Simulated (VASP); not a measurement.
# SnO (P6_3/mmc) in VASP: density of states with PBE

Aim: the density of states of SnO with PBE.

Program: VASP 6.6.1. These are calculated values, not measurements. Logs are shortened: lines on timing, memory, paths and dates and some standing lists are left out, and cuts for length are marked.

### 1 The cell of the first run

It takes space group P6_3/mmc (No. 194, hexagonal). Conventional cell: a = 3.469 Å, b = 3.469 Å, c = 6.438 Å, α = 90.00°, β = 90.00°, γ = 120.00°. Within 3.4 Å of Sn (site symmetry -3m) lie 6 O at 2.57 Å and 2 Sn at 3.22 Å. O (site symmetry -6m2) has 6 Sn at 2.57 Å within 3.4 Å.

### 2 Density of states, PBE

POSCAR reads:

```
SnO
1.0
    3.4689528648      0.0000000000      0.0000000000
   -1.7344764324      3.0042013054      0.0000000000
    0.0000000000      0.0000000000      6.4379904662
Sn O
2 2
Direct
    0.0000000000      0.0000000000      0.0000000000
    0.0000000000      0.0000000000      0.5000000000
    0.3333333333      0.6666666667      0.7500000000
    0.6666666667      0.3333333333      0.2500000000
```

INCAR.step1 reads:

```
SYSTEM = SnO
PREC = Accurate
ENCUT = 520
EDIFF = 1E-7
ISMEAR = 0
SIGMA = 0.1
LREAL = .FALSE.
LASPH = .TRUE.
NELM = 100
ALGO = Normal
ISIF = 2
LWAVE = .FALSE.
LCHARG = .TRUE.
GGA = PE
NBANDS = 28
```

KPOINTS.step1 reads:

```
regular mesh
0
G
  18 18 8
  0 0 0
```

INCAR.step2 reads:

```
SYSTEM = SnO
PREC = Accurate
ENCUT = 520
EDIFF = 1E-7
ISMEAR = -5
SIGMA = 0.1
LREAL = .FALSE.
LASPH = .TRUE.
NELM = 100
ALGO = Normal
ISIF = 2
LWAVE = .FALSE.
LCHARG = .FALSE.
GGA = PE
LORBIT = 11
NEDOS = 2001
ICHARG = 11
```

KPOINTS.step2 reads:

```
regular mesh
0
G
  27 27 12
  0 0 0
```

Potentials or basis: VASP PAW PBE potentials, release 64 (Sn_d, O).

Launch:

```console
> cat potpaw_PBE.64/Sn_d/POTCAR potpaw_PBE.64/O/POTCAR > POTCAR
> cp INCAR.step1 INCAR
> cp KPOINTS.step1 KPOINTS
> mpirun -np 1 vasp_std > vasp.out
> cp INCAR.step2 INCAR
> cp KPOINTS.step2 KPOINTS
> mpirun -np 1 vasp_std > vasp.out
```

OUTCAR:

```text
SYSTEM = SnO
   PREC = Accurate
   ENCUT = 520
   EDIFF = 1E-7
   ISMEAR = -5
   LREAL = .FALSE.
   LASPH = .TRUE.
   NELM = 100
   ISIF = 2
   GGA = PE
   LORBIT = 11
   ICHARG = 11

 ion  position               nearest neighbor table
   1  0.000  0.000  0.000-   3 2.57   4 2.57   3 2.57   4 2.57   4 2.57   3 2.57   2 3.22   2 3.22

   2  0.000  0.000  0.500-   3 2.57   4 2.57   3 2.57   4 2.57   4 2.57   3 2.57   1 3.22   1 3.22

   3  0.333  0.667  0.750-   1 2.57   2 2.57   1 2.57   2 2.57   1 2.57   2 2.57
   4  0.667  0.333  0.250-   1 2.57   2 2.57   1 2.57   2 2.57   1 2.57   2 2.57

  LATTYP: Found a hexagonal cell.
 ALAT       =     3.4689528648
 C/A-ratio  =     1.8558887126

  Lattice vectors:

 A1 = (   3.4689528648,   0.0000000000,   0.0000000000)
 A2 = (  -1.7344764324,   3.0042013054,   0.0000000000)
 A3 = (   0.0000000000,   0.0000000000,   6.4379904662)

Analysis of symmetry for initial positions (statically):
=====================================================================
 Subroutine PRICEL returns:
 Original cell was already a primitive cell.

 Routine SETGRP: Setting up the symmetry group for a
 hexagonal supercell.

 Subroutine GETGRP returns: Found 24 space group operations
 (whereof 12 operations were pure point group operations)
 out of a pool of 24 trial point group operations.

The static configuration has the point symmetry D_3d.
 The point group associated with its full space group is D_6h.

Analysis of symmetry for dynamics (positions and initial velocities):
=====================================================================
 Subroutine PRICEL returns:
 Original cell was already a primitive cell.

 Routine SETGRP: Setting up the symmetry group for a
 hexagonal supercell.

 Subroutine GETGRP returns: Found 24 space group operations
 (whereof 12 operations were pure point group operations)
 out of a pool of 24 trial point group operations.

The dynamic configuration has the point symmetry D_3d.
 The point group associated with its full space group is D_6h.

 Subroutine INISYM returns: Found 24 space group operations
 (whereof 12 operations are pure point group operations),
 and found     1 'primitive' translations

----------------------------------------------------------------------------------------

                                     Primitive cell

  volume of cell :      67.0931

  direct lattice vectors                    reciprocal lattice vectors
     3.468952865  0.000000000  0.000000000     0.288271429  0.166433587  0.000000000
    -1.734476432  3.004201305  0.000000000     0.000000000  0.332867174  0.000000000
     0.000000000  0.000000000  6.437990466     0.000000000  0.000000000  0.155327972

  length of vectors
     3.468952865  3.468952865  6.437990466     0.332867174  0.332867174  0.155327972

  position of ions in fractional coordinates (direct lattice)
     0.000000000  0.000000000  0.000000000
     0.000000000  0.000000000  0.500000000
     0.333333333  0.666666667  0.750000000
     0.666666667  0.333333333  0.250000000

  ion indices of the primitive-cell ions
   primitive index   ion index
                 1           1
                 2           2
                 3           3
                 4           4

----------------------------------------------------------------------------------------

 KPOINTS: regular mesh

Automatic generation of k-mesh.
 Grid dimensions read from file:
 generate k-points for:   27   27   12

 Generating k-lattice:

  Cartesian coordinates                     Fractional coordinates (reciprocal lattice)
     0.010676720  0.006164207  0.000000000     0.037037037  0.000000000  0.000000000
     0.000000000  0.012328414  0.000000000     0.000000000  0.037037037  0.000000000
     0.000000000  0.000000000  0.012943998     0.000000000  0.000000000  0.083333333

  Length of vectors
     0.012328414  0.012328414  0.012943998

  Shift w.r.t. Gamma in fractional coordinates (k-lattice)
     0.000000000  0.000000000  0.000000000

 TETIRR: Found   8868 inequivalent tetrahedra from    52488

 Subroutine IBZKPT returns following result:
 ===========================================

 Found    525 irreducible k-points:

 Following reciprocal coordinates:
            Coordinates               Weight
  0.000000  0.000000  0.000000      1.000000
  0.037037  0.000000  0.000000      6.000000
  0.074074  0.000000  0.000000      6.000000
  0.111111  0.000000  0.000000      6.000000
  0.148148  0.000000  0.000000      6.000000
  0.185185  0.000000  0.000000      6.000000
[... 16 lines left out ...]
  0.333333  0.037037  0.000000     12.000000
  0.370370  0.037037  0.000000     12.000000
 [... further k-points ...]
   k-points           NKPTS =    525   k-points in BZ     NKDIM =    525   number of bands    NBANDS=     24
   number of dos      NEDOS =   2001   number of ions     NIONS =      4
   total plane-waves  NPLWV =  37632
   dimension x,y,z NGX =    28 NGY =   28 NGZ =   48
   dimension x,y,z NGXF=    56 NGYF=   56 NGZF=   96
   ions per type =               2   2
   NGX,Y,Z   is equivalent  to a cutoff of  13.42, 13.42, 12.39 a.u.
   NGXF,Y,Z  is equivalent  to a cutoff of  26.84, 26.84, 24.79 a.u.
 SYSTEM =  SnO
   PREC   = accura    normal or accurate (medium, high low for compatibility)
   ISTART =      0    job   : 0-new  1-cont  2-samecut
   ICHARG =     11    charge: 1-file 2-atom 10-const
   ISPIN  =      1    spin polarized calculation?
   LNONCOLLINEAR =      F non collinear calculations
   LSORBIT =      F    spin-orbit coupling
   LASPH  =      T    aspherical Exc in radial PAW
   ENCUT  =  520.0 eV  38.22 Ry    6.18 a.u.   6.45  6.45 11.97*2*pi/ulx,y,z
   NELM   =    100;   NELMIN=  2; NELMDL=  0     # of ELM steps
   EDIFF  = 0.1E-06   stopping-criterion for ELM
   LREAL  =      F    real-space projection
   EDIFFG = 0.1E-05   stopping-criterion for IOM
   NSW    =      0    number of steps for IOM
   IBRION =     -1    ionic relax: 0-MD 1-quasi-New 2-CG
   NFREE  =      0    steps in history (QN), initial steepest desc. (CG)
   ISIF   =      2    stress and relaxation
   ISYM   =      2    0-nonsym 1-usesym 2-fastsym
   POTIM  = 0.5000    time-step for ionic-motion
   TEBEG  =    0.0;   TEEND  =   0.0 temperature during run
   PSTRESS=    0.0 pullay stress
   NELECT =      40.0000    total number of electrons
   NUPDOWN=      -1.0000    fix difference up-down
   EMIN   =  10.00;   EMAX   =-10.00  energy-range for DOS
   EFERMI =   0.00;   METHOD = LEGACY
   ISMEAR =    -5;   SIGMA  =   0.10  broadening in eV -4-tet -1-fermi 0-gaus
   EFERMI_NEDOS =   21; number of points for ismear=-14 and -15
   IALGO  =     38    algorithm
   IMIX   =      4    mixing-type and parameters
     AMIX     =   0.40;   BMIX     =  1.00
     AMIX_MAG =   1.60;   BMIX_MAG =  1.00
  volume/ion in A,a.u.               =      16.77       113.19
  Fermi-wavevector in a.u.,A,eV,Ry     =   1.377851  2.603761 25.830297  1.898473
  Thomas-Fermi vector in A             =   2.502966
   LORBIT       =     11    0 simple, 1 ext, 2 COOP (PROOUT), +10 PAW based schemes
   GGA     = PE    functional components
   LHFCALC =     F    Hartree Fock is set to
   AEXX    =    0.0000 exact exchange contribution
   IVDW    =     0    specifies the selected vdW correction
   LEPSILON=     F    determine dielectric tensor
   LRPA    =     F    only Hartree local field effects (RPA)
 non-spin polarized calculation
 Fermi weights with tetrahedron method with Bloechl corrections
  energy-cutoff  :      520.00
  volume of cell :       67.09
 maximum number of plane-waves:      1831
 NGX is ok and might be reduce to    28

 number of electron      40.0000011 magnetization

 Free energy of the ion-electron system (eV)
  ---------------------------------------------------
  ext. energy  EPLUGINS =         0.00000000
  ---------------------------------------------------
  free energy    TOTEN  =       -20.64751490 eV

  energy without entropy =      -20.64751490  energy(sigma->0) =      -20.64751490

 E-fermi :   7.5190     XC(G=0): -10.6828

 val. band max:        7.5529350028   @ k =   0.1481   0.0370   0.0000
 cond. band min:       7.4936207861   @ k =   0.4815   0.0370   0.1667
 fundamental gap:     -0.0593142168
 Fermi energy:         7.5189838917

 k-point     1 :       0.0000    0.0000    0.0000
  band No.  band energies     occupation
      1     -14.3150      2.00000
      2     -14.1945      2.00000
      3     -14.1945      2.00000
      4     -14.1818      2.00000
      5     -14.1818      2.00000
      6     -14.1409      2.00000
[... 16 lines left out ...]
     23      13.3625      0.00000
     24      14.6363      0.00000

 k-point     2 :       0.0370    0.0000    0.0000
  band No.  band energies     occupation
      1     -14.3143      2.00000
      2     -14.1952      2.00000
      3     -14.1930      2.00000
      4     -14.1820      2.00000
      5     -14.1804      2.00000
      6     -14.1434      2.00000
[... 16 lines left out ...]
     23      13.3661      0.00000
     24      14.4885      0.00000

 k-point     3 :       0.0741    0.0000    0.0000
  band No.  band energies     occupation
      1     -14.3121      2.00000
      2     -14.1972      2.00000
      3     -14.1887      2.00000
      4     -14.1828      2.00000
      5     -14.1763      2.00000
      6     -14.1506      2.00000
[... 16 lines left out ...]
     23      13.3761      0.00000
     24      14.0383      0.00000
[... 514 lines left out ...]
 k-point    23 :       0.3333    0.0370    0.0000
  band No.  band energies     occupation
      1     -14.3112      2.00000
      2     -14.2743      2.00000
      3     -14.2052      2.00000
      4     -14.1940      2.00000
      5     -14.1576      2.00000
      6     -14.1100      2.00000
[... 16 lines left out ...]
     23      10.5258      0.00000
     24      12.0435      0.00000

 k-point    24 :       0.3704    0.0370    0.0000
  band No.  band energies     occupation
      1     -14.3247      2.00000
      2     -14.2736      2.00000
      3     -14.2083      2.00000
      4     -14.1936      2.00000
      5     -14.1593      2.00000
      6     -14.1142      2.00000
[... 16 lines left out ...]
     23      10.6976      0.00000
     24      11.8750      0.00000

 [... further k-points ...]
[... 5 lines left out ...]
  --------------------------------------------------------------------------------------
  -------------------------------------------------------------------------------------
  Total        0.1194367      0.1194367      0.0254494      0.0000000      0.0000000      0.0000000
  in kB        2.8521394      2.8521394      0.6077285      0.0000000      0.0000000      0.0000000
  external PRESSURE =       2.1040024 kB  Pullay stress =       0.0000000 kB

 VOLUME and BASIS-vectors are now :
 -----------------------------------------------------------------------------
  energy-cutoff  :      520.00
  volume of cell :       67.09
      direct lattice vectors                 reciprocal lattice vectors
     3.468952865  0.000000000  0.000000000     0.288271429  0.166433587  0.000000000
    -1.734476432  3.004201305  0.000000000     0.000000000  0.332867174  0.000000000
     0.000000000  0.000000000  6.437990466     0.000000000  0.000000000  0.155327972

 POSITION                                       TOTAL-FORCE (eV/Angst)
 -----------------------------------------------------------------------------------
      0.00000      0.00000      0.00000        -0.000000      0.000000     -0.000000
      0.00000      0.00000      3.21900        -0.000000      0.000000     -0.000000
     -0.00000      2.00280      4.82849        -0.000000      0.000000      0.000000
      1.73448      1.00140      1.60950         0.000000     -0.000000      0.000000
 -----------------------------------------------------------------------------------
    total drift:                               -0.000000      0.000000     -0.000000

  FREE ENERGIE OF THE ION-ELECTRON SYSTEM (eV)
  ---------------------------------------------------
  free  energy   TOTEN  =       -20.6475148962 eV

  energy  without entropy=      -20.6475148962  energy(sigma->0) =      -20.64751490

 total charge

# of ion       s       p       d       tot
------------------------------------------
    1        1.403   0.588  10.016  12.008
    2        1.403   0.588  10.016  12.008
    3        1.601   3.271   0.000   4.872
    4        1.601   3.271   0.000   4.872
--------------------------------------------------
tot          6.008   7.719  20.033  33.760
```

Wall time 12 min (1 thread of AMD EPYC 7R43 (Zen 3), shared host); peak memory 0.7 GiB.

What came out:

```
Valence electrons inside the program's atomic spheres : Sn 12.01; O 4.87
```

Levels at points of the mesh, in eV from the Fermi level:
| k point | band 16 | band 17 | band 18 | band 19 | band 20 | band 21 | band 22 | band 23 | band 24 |
| --- | --- | --- | --- | --- | --- | --- | --- | --- | --- |
| (0.00, 0.00, 0.00) | -2.92 | -2.92 | -2.71 | -2.71 | -0.63 | 0.55 | 5.84 | 5.84 | 7.12 |
| (0.00, 0.00, 0.50) | -2.81 | -2.81 | -2.81 | -2.33 | -2.33 | 3.02 | 3.02 | 6.32 | 6.32 |

Caveat: spin-orbit coupling is left out, which moves the levels of the heavy elements; tetrahedron occupations give inexact forces and stress in metals.
